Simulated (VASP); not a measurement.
Runs of VASP 6.6.1 on Si. The structure is that of space group Immm (No. 71), or close to it. The cells are those of the table. 

```csv
cell,gap on the mesh (eV),pressure (GPa)
"a = 2.670 Å, angles 92.8, 116.1, 120.7°, 1 atom",none,1.4
"a = 2.661 Å, angles 96.1, 112.7, 120.5°, 1 atom",none,0.9
"a = 2.656 Å, angles 99.4, 109.4, 120.4°, 1 atom",none,(b)
"a = 2.665 Å, angles 94.5, 114.4, 120.6°, 1 atom",none,(a)
"a = 2.658 Å, angles 111.0, 97.7, 120.4°, 1 atom",none,0.6
"a = 2.654 Å, angles 101.0, 107.7, 120.3°, 1 atom",none,0.1
```

Alike in all rows: task single point; level LDA; potentials or basis VASP PAW LDA potentials, release 64 (Si); no spin polarisation; k mesh 22 × 22 × 22; cutoff (eV) 520; smearing gaussian 0.15 eV.

**Question.** Estimate the missing entries.

**Answer.** (a) 1.2; (b) 0.3.

A gap of «none» marks levels without a gap at the run's occupations.
